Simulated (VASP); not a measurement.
Input of a VASP 6.6.1 run:

File INCAR:

```
ALGO = Normal
EDIFF = 1E-7
ENCUT = 520
GGA_COMPAT = False
ISIF = 2
ISMEAR = 0
LASPH = True
LCHARG = False
LORBIT = 11
LORBMOM = True
LREAL = False
LSORBIT = True
LWAVE = False
MAGMOM = 0 0 0 0 0 0
NBANDS = 39
NELM = 150
PREC = Accurate
SIGMA = 0.01
```

File KPOINTS:

```
k-points
0
Gamma
  6 6 6
```

The input POSCAR:

```
GaGe
1.0
    0.0000000000      2.7769574569      2.7769574569
    2.7769574569      0.0000000000      2.7769574569
    2.7769574569      2.7769574569      0.0000000000
Ge Ga
1 1
Direct
    0.0000000000      0.0000000000      0.0000000000
    0.2500000000      0.2500000000      0.2500000000
```

Potentials or basis: VASP PAW LDA potentials, release 64 (Ge_d, Ga_d).

Run with:

```bash
$ cat potpaw_LDA.64/Ge_d/POTCAR potpaw_LDA.64/Ga_d/POTCAR > POTCAR
$ mpirun -np 1 vasp_ncl > vasp.out
```

(1) Predict the net moment.

(2) Predict the pressure.

Results:

(1) 0.00 μB per cell.

(2) 3.3 GPa.

Caveat: the cell stands under pressure.
